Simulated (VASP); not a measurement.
Set up this calculation in VASP 6.6.1, as the native input.

```yaml
Task: single point
Functional: PBEsol
Potentials_or_basis: VASP PAW PBE potentials, release 64 (Bi_d, Te)
Cutoff: 520 eV
k_mesh: 6 × 6 × 6
Occupations: fermi-dirac, width 0.05 eV
Spin: no spin polarisation
Dipole_correction: no
Further_INCAR_settings: ALGO = Normal; EDIFF = 1e-06; NBANDS = 18
```

The structure of BiTe lies in POSCAR:

```
BiTe
1.0
    0.0000000000      3.2350000000      3.2350000000
    3.2350000000      0.0000000000      3.2350000000
    3.2350000000      3.2350000000      0.0000000000
Bi Te
1 1
Direct
    0.0000000000      0.0000000000      0.0000000000
    0.5000000000      0.5000000000      0.5000000000
```

One way to write it, as run:

INCAR

```
SYSTEM = BiTe
PREC = Accurate
ENCUT = 520
EDIFF = 1E-6
ISMEAR = -1
SIGMA = 0.05
LREAL = .False.
LASPH = .True.
NELM = 80
ALGO = Normal
ISIF = 2
LWAVE = .False.
LCHARG = .True.
GGA = PS
LELF = .True.
LVHAR = .True.
NBANDS = 18
```

KPOINTS

```
Automatic mesh
0
Gamma
  6 6 6
  0 0 0
```

Potentials or basis: VASP PAW PBE potentials, release 64 (Bi_d, Te).

The run is started by

```sh
$ cat potpaw_PBE.64/Bi_d/POTCAR potpaw_PBE.64/Te/POTCAR > POTCAR
$ mpirun -np 1 vasp_std > vasp.out
```

It gave:

```yaml
Pressure: -1.6 GPa
Band_gap_on_the_k_mesh: zero (an odd number of electrons rules out a gap without spin polarisation)
```

Caveat: the PAW data sets were made with another functional, which shifts forces and pressure a little; spin-orbit coupling is left out, which moves the levels of the heavy elements.

It took 29 s on 1 thread of Intel Xeon 8259CL, on a shared host, peak memory 0.2 GiB.
